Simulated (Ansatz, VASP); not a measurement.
**Two plane-wave programs on Ga4AsN3**

```xyz
8
Lattice="4.9543 0.0000 0.0000 0.0000 4.9543 0.0000 0.0000 0.0000 4.9543" Properties=species:S:1:pos:R:3 pbc="T T T"
N     2.4771    0.0000    0.0000
N     0.0000    2.4771    0.0000
N     0.0000    0.0000    2.4771
Ga    1.1247    3.8296    3.8296
Ga    3.8296    1.1247    3.8296
Ga    3.8296    3.8296    1.1247
Ga    1.1247    1.1247    1.1247
As    2.4771    2.4771    2.4771
```

Alike in both runs: task single point; functional PBE; k mesh 4 × 4 × 4; occupations fermi-dirac, width 0.02 eV; no spin polarisation.

```csv
,VASP,Ansatz
version,VASP 6.6.1,Ansatz 0.2.0
potentials or method,"VASP PAW PBE potentials, release 64 (N, Ga_d, As_d)","plane waves, PAW"
plane-wave cutoff (eV),700,420
valence electrons in the cell,82,82
```

|  | VASP | Ansatz | Ansatz less VASP |
| --- | --- | --- | --- |
| pressure (GPa) | -6.2 | -6.4 | -0.19 |
| rms of the force components (eV/Å) | 0.049 | 0.038 | -0.0106 |
